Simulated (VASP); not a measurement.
# Na3Cl (P4/mmm) in VASP: notebook

Runs on Na3Cl. Level: PBEsol. Tasks: single point.

All numbers are computed with VASP 6.6.1; they aren't measurements. Logs are shortened: lines on timing, memory, paths and dates and some standing lists are left out, and cuts for length are marked.

## Step 1: The cell of the first run

It takes space group P4/mmm (No. 123, tetragonal). Conventional cell: a = 3.415 Å, b = 3.415 Å, c = 9.293 Å, α = 90.00°, β = 90.00°, γ = 90.00°. Within 3.8 Å of Cl (site symmetry 4/mmm) lie 8 Na at 2.91 Å and 4 Cl at 3.42 Å. Na (site symmetry 4mm) has 4 Cl at 2.91 Å and 5 Na at 3.24 to 3.42 Å within 3.8 Å. Within 4.5 Å of Na (site symmetry 4/mmm) lie 12 Na at 3.42 to 3.87 Å.

## Step 2: Single point, PBEsol

Input file INCAR:

```
SYSTEM = Na3Cl
PREC = Accurate ; ENCUT = 520
EDIFF = 1E-6 ; ISMEAR = -1
SIGMA = 0.05 ; LREAL = .FALSE.
LASPH = .TRUE. ; NELM = 100
ALGO = Normal ; ISIF = 2
LWAVE = .FALSE. ; LCHARG = .TRUE.
GGA = PS ; LELF = .TRUE.
LVHAR = .TRUE. ; NBANDS = 22
```

Input file KPOINTS:

```
Automatic mesh
0
G
  8 8 3
  0 0 0
```

Input file POSCAR:

```
Na3Cl
1.0
    3.4152450257      0.0000000000      0.0000000000
    0.0000000000      3.4152450257      0.0000000000
    0.0000000000      0.0000000000      9.2932993532
Cl Na
1 3
Direct
    0.0000000000      0.0000000000      0.0000000000
    0.5000000000      0.5000000000      0.1743329800
    0.5000000000      0.5000000000      0.8256670200
    0.0000000000      0.0000000000      0.5000000000
```

Potentials or basis: VASP PAW PBE potentials, release 64 (Cl, Na_pv).

Launch:

```
$ cat potpaw_PBE.64/Cl/POTCAR potpaw_PBE.64/Na_pv/POTCAR > POTCAR
$ mpirun -np 1 vasp_std > vasp.out
```

OUTCAR:

```text
SYSTEM = Na3Cl
   PREC = Accurate
   ENCUT = 520
   EDIFF = 1E-6
   ISMEAR = -1
   LREAL = .FALSE.
   LASPH = .TRUE.
   NELM = 100
   ISIF = 2
   GGA = PS

 ion  position               nearest neighbor table
   1  0.000  0.000  0.000-
   2  0.500  0.500  0.174-
   3  0.500  0.500  0.826-
   4  0.000  0.000  0.500-

  LATTYP: Found a simple tetragonal cell.
 ALAT       =     3.4152450257
 C/A-ratio  =     2.7211222865

  Lattice vectors:

 A1 = (   3.4152450257,   0.0000000000,   0.0000000000)
 A2 = (   0.0000000000,   3.4152450257,   0.0000000000)
 A3 = (   0.0000000000,   0.0000000000,   9.2932993532)

Analysis of symmetry for initial positions (statically):
=====================================================================
 Subroutine PRICEL returns:
 Original cell was already a primitive cell.

 Routine SETGRP: Setting up the symmetry group for a
 simple tetragonal supercell.

 Subroutine GETGRP returns: Found 16 space group operations
 (whereof 16 operations were pure point group operations)
 out of a pool of 16 trial point group operations.

The static configuration has the point symmetry D_4h.

Analysis of symmetry for dynamics (positions and initial velocities):
=====================================================================
 Subroutine PRICEL returns:
 Original cell was already a primitive cell.

 Routine SETGRP: Setting up the symmetry group for a
 simple tetragonal supercell.

 Subroutine GETGRP returns: Found 16 space group operations
 (whereof 16 operations were pure point group operations)
 out of a pool of 16 trial point group operations.

The dynamic configuration has the point symmetry D_4h.

 Subroutine INISYM returns: Found 16 space group operations
 (whereof 16 operations are pure point group operations),
 and found     1 'primitive' translations

----------------------------------------------------------------------------------------

                                     Primitive cell

  volume of cell :     108.3961

  direct lattice vectors                    reciprocal lattice vectors
     3.415245026  0.000000000  0.000000000     0.292804760  0.000000000  0.000000000
[... 78 lines left out ...]
   NGX,Y,Z   is equivalent  to a cutoff of  13.63, 13.63, 12.52 a.u.
   NGXF,Y,Z  is equivalent  to a cutoff of  27.26, 27.26, 25.04 a.u.
 SYSTEM =  Na3Cl
   PREC   = accura    normal or accurate (medium, high low for compatibility)
   ISTART =      0    job   : 0-new  1-cont  2-samecut
   ICHARG =      2    charge: 1-file 2-atom 10-const
   ISPIN  =      1    spin polarized calculation?
   LNONCOLLINEAR =      F non collinear calculations
   LSORBIT =      F    spin-orbit coupling
   LASPH  =      T    aspherical Exc in radial PAW
   ENCUT  =  520.0 eV  38.22 Ry    6.18 a.u.   6.35  6.35 17.28*2*pi/ulx,y,z
   NELM   =    100;   NELMIN=  2; NELMDL= -5     # of ELM steps
   EDIFF  = 0.1E-05   stopping-criterion for ELM
   LREAL  =      F    real-space projection
   EDIFFG = 0.1E-04   stopping-criterion for IOM
   NSW    =      0    number of steps for IOM
   IBRION =     -1    ionic relax: 0-MD 1-quasi-New 2-CG
   NFREE  =      0    steps in history (QN), initial steepest desc. (CG)
   ISIF   =      2    stress and relaxation
   ISYM   =      2    0-nonsym 1-usesym 2-fastsym
   POTIM  = 0.5000    time-step for ionic-motion
   TEBEG  =    0.0;   TEEND  =   0.0 temperature during run
   PSTRESS=    0.0 pullay stress
   NELECT =      28.0000    total number of electrons
   NUPDOWN=      -1.0000    fix difference up-down
   EMIN   =  10.00;   EMAX   =-10.00  energy-range for DOS
   EFERMI =   0.00;   METHOD = LEGACY
   ISMEAR =    -1;   SIGMA  =   0.05  broadening in eV -4-tet -1-fermi 0-gaus
   EFERMI_NEDOS =   21; number of points for ismear=-14 and -15
   IALGO  =     38    algorithm
   IMIX   =      4    mixing-type and parameters
     AMIX     =   0.40;   BMIX     =  1.00
     AMIX_MAG =   1.60;   BMIX_MAG =  1.00
  volume/ion in A,a.u.               =      27.10       182.87
  Fermi-wavevector in a.u.,A,eV,Ry     =   1.042613  1.970252 14.790090  1.087041
  Thomas-Fermi vector in A             =   2.177285
   LORBIT       =      0    0 simple, 1 ext, 2 COOP (PROOUT), +10 PAW based schemes
   GGA     = PS    functional components
   LHFCALC =     F    Hartree Fock is set to
   AEXX    =    0.0000 exact exchange contribution
   IVDW    =     0    specifies the selected vdW correction
   LEPSILON=     F    determine dielectric tensor
   LRPA    =     F    only Hartree local field effects (RPA)
 non-spin polarized calculation
  energy-cutoff  :      520.00
  volume of cell :      108.40
 maximum number of plane-waves:      2944
 NGX is ok and might be reduce to    28
   NGX = 13   NGY = 13   NGZ = 35

 number of electron      28.0000027 magnetization

 Free energy of the ion-electron system (eV)
  ---------------------------------------------------
  ext. energy  EPLUGINS =         0.00000000
  ---------------------------------------------------
  free energy    TOTEN  =        -9.29519340 eV

  energy without entropy =       -9.28988533  energy(sigma->0) =       -9.29253936

 E-fermi :   2.1421     XC(G=0):  -7.5235

 val. band max:        2.0472987834   @ k =   0.2500   0.0000   0.0000
 cond. band min:       2.2045062276   @ k =   0.2500   0.1250   0.0000
 fundamental gap:      0.1572074442
 Fermi energy:         2.1421033132

 k-point     1 :       0.0000    0.0000    0.0000
  band No.  band energies     occupation
      1     -23.2286      2.00000
      2     -23.1925      2.00000
      3     -23.1925      2.00000
      4     -23.1879      2.00000
      5     -23.1879      2.00000
      6     -23.1817      2.00000
[... 589 lines left out ...]
     21       8.3010      0.00000
     22       9.5318      0.00000

 [... further k-points ...]
[... 5 lines left out ...]
  --------------------------------------------------------------------------------------
  -------------------------------------------------------------------------------------
  Total        0.7949414      0.7949414      0.6880776      0.0000000     -0.0000000      0.0000000
  in kB       11.7498426     11.7498426     10.1703142      0.0000000     -0.0000000      0.0000000
  external PRESSURE =      11.2233331 kB  Pullay stress =       0.0000000 kB

 VOLUME and BASIS-vectors are now :
 -----------------------------------------------------------------------------
  energy-cutoff  :      520.00
  volume of cell :      108.40
      direct lattice vectors                 reciprocal lattice vectors
     3.415245026  0.000000000  0.000000000     0.292804760  0.000000000  0.000000000
     0.000000000  3.415245026  0.000000000     0.000000000  0.292804760  0.000000000
     0.000000000  0.000000000  9.293299353     0.000000000  0.000000000  0.107604411

 POSITION                                       TOTAL-FORCE (eV/Angst)
 -----------------------------------------------------------------------------------
      0.00000      0.00000      0.00000         0.000000     -0.000000      0.000000
      1.70762      1.70762      1.62013         0.000000      0.000000      0.160825
      1.70762      1.70762      7.67317         0.000000      0.000000     -0.160825
      0.00000      0.00000      4.64665         0.000000     -0.000000      0.000000
 -----------------------------------------------------------------------------------
    total drift:                                0.000000      0.000000      0.000000

  FREE ENERGIE OF THE ION-ELECTRON SYSTEM (eV)
  ---------------------------------------------------
  free  energy   TOTEN  =        -9.2951933961 eV

  energy  without entropy=       -9.2898853318  energy(sigma->0) =       -9.29253936
```

OSZICAR:

```text
N       E                     dE             d eps       ncg     rms          rms(c)
DAV:   1     0.246292722596E+03    0.24629E+03   -0.14133E+04  1328   0.130E+03
DAV:   2     0.143762671011E+02   -0.23192E+03   -0.22132E+03  1326   0.359E+02
DAV:   3    -0.866057293146E+01   -0.23037E+02   -0.22598E+02  1656   0.113E+02
DAV:   4    -0.948182053544E+01   -0.82125E+00   -0.81921E+00  1518   0.205E+01
DAV:   5    -0.950046588271E+01   -0.18645E-01   -0.18643E-01  1748   0.316E+00    0.371E+00
DAV:   6    -0.932425799135E+01    0.17621E+00   -0.29923E-01  1714   0.370E+00    0.215E+00
DAV:   7    -0.929714280837E+01    0.27115E-01   -0.10015E-01  1796   0.180E+00    0.896E-01
DAV:   8    -0.929521636707E+01    0.19264E-02   -0.95674E-03  1578   0.677E-01    0.128E-01
DAV:   9    -0.929516552957E+01    0.50838E-04   -0.52362E-04  1956   0.141E-01    0.537E-02
DAV:  10    -0.929519351339E+01   -0.27984E-04   -0.15758E-04  1530   0.815E-02    0.132E-02
DAV:  11    -0.929519339612E+01    0.11728E-06   -0.97879E-06  1722   0.199E-02
   1 F= -.92951934E+01 E0= -.92925394E+01  d E =-.530806E-02
```

Run time: 78 s. Hardware: 1 thread of Intel Xeon 8259CL, shared host; peak memory 0.24 GiB.

What came out:

```
Free energy            : -9.2952 eV
Pressure               : 1.1 GPa
Largest force          : 0.161 eV/Å
Band gap on the k mesh : zero (band 14 reaches 4.27 eV, above the bottom of band 15 at 0.75 eV)
```

Forces in eV/Å, atoms in the order of the input:
```
Cl   0.000  0.000  0.000
Na   0.000  0.000  0.161
Na   0.000  0.000 -0.161
Na   0.000  0.000  0.000
```

Stress tensor (GPa, compression positive):
```
1.17 0.00 0.00
0.00 1.17 0.00
0.00 0.00 1.02
```

Levels at points of the mesh, in eV from the Fermi level:
| k point | band 10 | band 11 | band 12 | band 13 | band 14 | band 15 | band 16 | band 17 | band 18 | band 19 |
| --- | --- | --- | --- | --- | --- | --- | --- | --- | --- | --- |
| (0.00, 0.00, 0.00) | -17.40 | -6.26 | -4.41 | -4.41 | -2.95 | -0.67 | 0.78 | 3.32 | 5.00 | 5.92 |
| (0.50, 0.00, 0.00) | -17.01 | -6.97 | -5.57 | -4.14 | 0.25 | 0.30 | 1.18 | 2.09 | 3.91 | 4.82 |
| (0.50, 0.50, 0.00) | -16.69 | -6.34 | -6.34 | -5.15 | 2.09 | 3.11 | 3.11 | 3.28 | 3.28 | 3.53 |

Caveat: the PAW data sets were made with another functional, which shifts forces and pressure a little.

## Step 3: Single point, PBEsol

This run uses another cell than the first one, of 28.83 Å³/atom, 1.064 times its volume.

Input file INCAR:

```
SYSTEM = Na3Cl
PREC     = Accurate       ! precision mode
ENCUT    = 520            ! plane-wave cutoff, eV
EDIFF    = 1E-6           ! SCF threshold, eV
ISMEAR   = -1             ! smearing method
SIGMA    = 0.05           ! smearing width, eV
LREAL    = .FALSE.        ! projectors in reciprocal space
LASPH    = .TRUE.         ! aspherical terms in the spheres
NELM     = 100            ! most SCF steps
ALGO     = Normal         ! electronic algorithm
ISIF     = 2              ! what is computed and relaxed
LWAVE    = .FALSE.        ! write WAVECAR
LCHARG   = .FALSE.        ! write CHGCAR
GGA      = PS             ! functional
NBANDS   = 22             ! bands
```

Input file KPOINTS:

```
regular mesh
0
G
  8 8 3
  0 0 0
```

Input file POSCAR:

```
Na3Cl
1.0
    3.4864163500      0.0000000000      0.0000000000
    0.0000000000      3.4864163500      0.0000000000
    0.0000000000      0.0000000000      9.4869652300
Cl Na
1 3
Direct
    0.0000000000      0.0000000000      0.0000000000
    0.5000000000      0.5000000000      0.1743329800
    0.5000000000      0.5000000000      0.8256670200
    0.0000000000      0.0000000000      0.5000000000
```

Potentials or basis: VASP PAW PBE potentials, release 64 (Cl, Na_pv).

Launch:

```
$ cat potpaw_PBE.64/Cl/POTCAR potpaw_PBE.64/Na_pv/POTCAR > POTCAR
$ mpirun -np 1 vasp_std > vasp.out
```

It took 84 s on 1 thread of Intel Xeon 8259CL, shared host; peak memory 0.24 GiB.

The run converged. Its results:

```yaml
Free_energy: -9.3217 eV
Pressure: 0.1 GPa
Largest_force: 0.074 eV/Å
Band_gap_on_the_k_mesh: zero (band 14 reaches 4.01 eV, above the bottom of band 15 at 0.47 eV)
```

Forces on the atoms (eV/Å):
```
Cl   0.000  0.000  0.000
Na   0.000  0.000  0.074
Na   0.000  0.000 -0.074
Na   0.000  0.000  0.000
```

Levels at points of the mesh, in eV from the Fermi level:
```csv
k point,band 11,band 12,band 13,band 14,band 15,band 16,band 17,band 18
"(0.00, 0.00, 0.00)",-5.99,-4.30,-4.30,-2.84,-0.66,0.65,3.29,5.10
"(0.50, 0.00, 0.00)",-6.64,-5.36,-4.05,0.25,0.29,1.17,2.03,3.72
"(0.50, 0.50, 0.00)",-6.06,-6.06,-4.97,2.13,2.99,2.99,3.25,3.25
```

Caveat: the PAW data sets were made with another functional, which shifts forces and pressure a little.
